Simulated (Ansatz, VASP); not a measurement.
# Two plane-wave programs on CoSi

```xyz
2
Lattice="2.6347 0.0000 0.0000 0.0000 2.6347 0.0000 0.0000 0.0000 2.6347" Properties=species:S:1:pos:R:3 pbc="T T T"
Co    0.0000    0.0000    0.0000
Si    1.3173    1.3173    1.3173
```

Change from the starting cell: volume scaled by 0.85, no spin polarisation, PAW files.

Alike in both runs: task single point; functional PBE; k mesh 14 × 14 × 14; occupations fermi-dirac, width 0.03 eV; no spin polarisation.

```csv
,VASP,Ansatz
version,VASP 6.6.1,Ansatz 0.2.0
potentials or method,"VASP PAW PBE potentials, release 64 (Co, Si)","PAW with Ansatz's default frozen-core files, scalar-relativistic"
plane-wave cutoff (eV),520,420
valence electrons in the cell,13,21
```

```csv
,VASP,Ansatz,Ansatz less VASP
pressure (GPa),49.6,49.5,-0.13
```

Both programs put the cell under a high pressure, so it lies far from rest at this level. VASP's potentials hold 13 valence electrons a cell and Ansatz's 21, so a difference there can come from the potentials and not from the codes.
